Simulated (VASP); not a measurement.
AlH6: single point with PBE

AlH6:

```xyz
7
Lattice="4.0060 0.0000 0.0000 -2.0030 3.4693 0.0000 0.0000 0.0000 3.7787" Properties=species:S:1:pos:R:3 pbc="T T T"
Al    0.0000    0.0000    1.6698
H     0.5787    1.9788    1.4348
H     0.0000    2.9812    1.4348
H    -0.5787    1.9788    1.4348
H     0.0000    0.0000    2.9531
H     0.0000    2.3129    3.2476
H     0.0000    2.3129    0.5416
```

| Quantity | Value |
| --- | --- |
| Program | VASP 6.6.1 |
| Task | single point |
| Functional | PBE |
| Potentials or basis | VASP PAW PBE potentials, release 64 (Al, H) |
| Cutoff | 520 eV |
| k mesh | 6 × 6 × 4 |
| Occupations | gaussian, width 0.1 eV |
| Spin | no spin polarisation |

```
Pressure      : 12.5 GPa
Largest force : 8.349 eV/Å
```

Forces on the atoms (eV/Å):
```
Al   0.000  0.000 -7.443
H    2.292 -1.324  1.018
H    0.000  2.647  1.018
H   -2.292 -1.324  1.018
H    0.000  0.000  8.349
H    0.000  0.000  2.373
H    0.000  0.000 -6.332
```

Stress tensor (GPa, compression positive):
```
 1.97  0.00  0.00
 0.00  1.97  0.00
 0.00  0.00 33.48
```

Levels at points of the mesh, in eV from the Fermi level:
| k point | band 2 | band 3 | band 4 | band 5 | band 6 | band 7 | band 8 | band 9 |
| --- | --- | --- | --- | --- | --- | --- | --- | --- |
| (0.00, 0.00, 0.00) | -4.62 | -0.93 | 0.69 | 0.69 | 2.70 | 4.01 | 4.61 | 4.61 |
| (0.50, 0.00, 0.00) | -6.06 | -1.34 | -0.63 | -0.42 | 2.88 | 3.70 | 7.20 | 9.26 |
| (0.00, 0.00, 0.50) | -6.34 | -1.10 | 0.93 | 1.06 | 1.06 | 5.41 | 5.41 | 8.92 |
| (0.50, 0.00, 0.50) | -5.16 | -3.80 | -2.55 | -0.14 | 2.30 | 5.88 | 7.07 | 9.73 |

Wall time 16 s on 1 thread of Intel(R) Xeon(R) Platinum 8488C (Sapphire Rapids), on a shared host, peak memory 0.16 GiB.

Caveat: the k points lie up to 0.42 Å⁻¹ apart; forces of over 1 eV/Å act on the atoms, so gaps and moduli don't describe the material at rest.
